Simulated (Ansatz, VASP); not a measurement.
# ZnRe in VASP and in Ansatz

```
Re Zn
1.0
     2.74822    0.00000    0.00000
    -1.37411    2.38003    0.00000
     0.00000    0.00000    4.49407
Re Zn
1 1
Direct
  0.33333 0.66667 0.50000
  0.00000 0.00000 0.00000
```

Alike in both runs: task single point; functional PBE; k mesh 11 × 11 × 6; occupations gaussian, width 0.05 eV; no spin polarisation.

|  | VASP | Ansatz |
| --- | --- | --- |
| version | VASP 6.6.1 | Ansatz 0.2.0 |
| potentials or method | VASP PAW PBE potentials, release 64 (Re, Zn), cutoff 520 eV | all-electron LAPW, scalar-relativistic |

Ansatz gave:

| Property | Result |
| --- | --- |
| gap on the k mesh at the Fermi level (eV) | none |
| pressure (GPa) | -1.5 |
| traceless stress, the component that is largest in VASP (GPa) | -0.18 |

**Question.** What did VASP give for the same quantities?

**Answer.** gap on the k mesh at the Fermi level (eV): none; pressure (GPa): -1.5; traceless stress, the component that is largest in VASP (GPa): 0.09.

A gap of «none» marks a metal or a gap that the smearing closes. Ansatz ran all-electron here, and VASP with PAW potentials.

Neither program's run includes spin-orbit coupling.
